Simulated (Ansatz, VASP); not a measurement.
**AlGa3As4: VASP beside Ansatz**

INCAR

```
  PREC = Accurate
  ENCUT = 520
  EDIFF = 1E-7
  ISMEAR = 0
  SIGMA = 0.1
  LREAL = Auto
  LASPH = T
  NELM = 80
  ALGO = Normal
  ISIF = 2
  LWAVE = F
  LCHARG = T
  GGA = PS
  LELF = T
  LVHAR = T
  NBANDS = 76
```

Contents of KPOINTS:

```
regular mesh
0
Gamma
  4 4 4
```

The input POSCAR:

```
AlGa3As4
1.0
   -5.6554750000      5.6554750000      0.0000000000
   -5.6554750000      0.0000000000      5.6554750000
    0.0000000000      5.6554750000      5.6554750000
Al Ga As
2 6 8
Direct
    0.0000000000      0.0000000000      0.0000000000
    0.5000000000      0.0000000000      0.0000000000
    0.0000000000      0.5000000000      0.0000000000
    0.0000000000      0.0000000000      0.5000000000
    0.5000000000      0.5000000000      0.0000000000
    0.5000000000      0.0000000000      0.5000000000
    0.0000000000      0.5000000000      0.5000000000
    0.5000000000      0.5000000000      0.5000000000
    0.8750000000      0.8750000000      0.3750000000
    0.3750000000      0.8750000000      0.3750000000
    0.8750000000      0.3750000000      0.3750000000
    0.8750000000      0.8750000000      0.8750000000
    0.3750000000      0.3750000000      0.3750000000
    0.3750000000      0.8750000000      0.8750000000
    0.8750000000      0.3750000000      0.8750000000
    0.3750000000      0.3750000000      0.8750000000
```

Input for Ansatz:

```yaml
crystal:
  lattice:
    - [-5.655475, 5.655475, 0.0]
    - [-5.655475, 0.0, 5.655475]
    - [0.0, 5.655475, 5.655475]
  atoms:
    - { symbol: Al, position: [0.0, 0.0, 0.0] }
    - { symbol: Al, position: [0.5, 0.0, 0.0] }
    - { symbol: Ga, position: [0.0, 0.5, 0.0] }
    - { symbol: Ga, position: [0.0, 0.0, 0.5] }
    - { symbol: Ga, position: [0.5, 0.5, 0.0] }
    - { symbol: Ga, position: [0.5, 0.0, 0.5] }
    - { symbol: Ga, position: [0.0, 0.5, 0.5] }
    - { symbol: Ga, position: [0.5, 0.5, 0.5] }
    - { symbol: As, position: [0.875, 0.875, 0.375] }
    - { symbol: As, position: [0.375, 0.875, 0.375] }
    - { symbol: As, position: [0.875, 0.375, 0.375] }
    - { symbol: As, position: [0.875, 0.875, 0.875] }
    - { symbol: As, position: [0.375, 0.375, 0.375] }
    - { symbol: As, position: [0.375, 0.875, 0.875] }
    - { symbol: As, position: [0.875, 0.375, 0.875] }
    - { symbol: As, position: [0.375, 0.375, 0.875] }
basis:
  ecutwfc: 420
kpoints:
  mp_grid: { grid: [4, 4, 4] }
hamiltonian:
  xc: pbesol
scf:
  occupations: { method: gaussian, width: 0.1 }
output:
  forces: true
  stress: true
  eigenvalues: true
```

Alike in both runs: task single point; functional PBEsol; k mesh 4 × 4 × 4; occupations gaussian, width 0.1 eV; no spin polarisation.

```csv
,VASP,Ansatz
version,VASP 6.6.1,Ansatz 0.2.0
potentials or method,"VASP PAW PBE potentials, release 64 (Al, Ga_d, As), cutoff 520 eV","scalar-relativistic, plane waves, PAW"
valence electrons in the cell,124,204
```

Ansatz gave:

| Quantity | Value |
| --- | --- |
| gap on the k mesh at the Fermi level (eV) | 0.67 |
| least direct gap on the mesh (eV) | 0.67 |
| pressure (GPa) | 0.3 |
| rms of the force components (eV/Å) | 0.013 |

Task: Estimate VASP's values.

Result: gap on the k mesh at the Fermi level (eV): 0.68; least direct gap on the mesh (eV): 0.68; pressure (GPa): 0.5; rms of the force components (eV/Å): 0.013.

VASP's potentials were made for PBE, not for PBEsol. Atom by atom the forces differ by 0.003 eV/Å (rms over components). VASP's potentials hold 124 valence electrons a cell and Ansatz's 204, so a difference there can come from the potentials and not from the codes.
